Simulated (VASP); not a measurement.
Wanted: the native input for a VASP 6.6.1 run.

| Quantity | Value |
| --- | --- |
| Task | single point |
| Functional | r2SCAN |
| Potentials or basis | VASP PAW PBE potentials, release 64 (Ga_d) |
| Cutoff | 520 eV |
| k mesh | 8 × 8 × 7 |
| Occupations | gaussian, width 0.6 eV |
| Spin | no spin polarisation |
| Dipole correction | no |
| Further INCAR settings | ALGO = Normal; EDIFF = 1e-06; NBANDS = 34 |

The system is Ga.

```
CELL_PARAMETERS angstrom
2.23185 -3.79323 0.00000
2.23185 3.79323 0.00000
0.00000 0.00000 4.53464
ATOMIC_POSITIONS crystal
Ga 0.84423 0.15577 0.08558
Ga 0.65577 0.34423 0.58558
Ga 0.15577 0.84423 0.91442
Ga 0.34423 0.65577 0.41442
```

The input as run:

POSCAR

```
Ga
1.0
    2.2318501700     -3.7932285796      0.0000000000
    2.2318501700      3.7932285796      0.0000000000
    0.0000000000      0.0000000000      4.5346411306
Ga
4
Direct
    0.8442341977      0.1557658023      0.0855794111
    0.6557658023      0.3442341977      0.5855794111
    0.1557658023      0.8442341977      0.9144205889
    0.3442341977      0.6557658023      0.4144205889
```

INCAR.step1

```
ALGO = Normal
EDIFF = 1E-4
ENCUT = 520
GGA = PE
ISMEAR = 0
LASPH = True
LCHARG = False
LREAL = False
LWAVE = True
NBANDS = 34
NELM = 60
PREC = Accurate
SIGMA = 0.6
```

INCAR.step2

```
ALGO = Normal
EDIFF = 1E-6
ENCUT = 520
ISIF = 2
ISMEAR = 0
ISTART = 1
LASPH = True
LCHARG = True
LELF = True
LMIXTAU = True
LREAL = False
LVHAR = True
LWAVE = False
METAGGA = R2SCAN
NBANDS = 34
NELM = 60
PREC = Accurate
SIGMA = 0.6
```

KPOINTS

```
k-points
0
Gamma
  8 8 7
```

Potentials or basis: VASP PAW PBE potentials, release 64 (Ga_d).

Command:

```sh
$ cat potpaw_PBE.64/Ga_d/POTCAR > POTCAR
$ cp INCAR.step1 INCAR
$ mpirun -np 1 vasp_std > vasp.out
$ cp INCAR.step2 INCAR
$ mpirun -np 1 vasp_std > vasp.out
```

It gave:

The pressure is 0.3 GPa, the largest force is 0.020 eV/Å and the band gap on the k mesh is zero (bands 26 and 27 overlap by 1.05 eV).

Caveat: so wide a smearing shifts energies and pressures; the PAW data sets were made with another functional, which shifts forces and pressure a little.

It took 5 min on 1 thread of Intel(R) Xeon(R) 6975P-C (Granite Rapids) (shared host), peak memory 0.31 GiB.
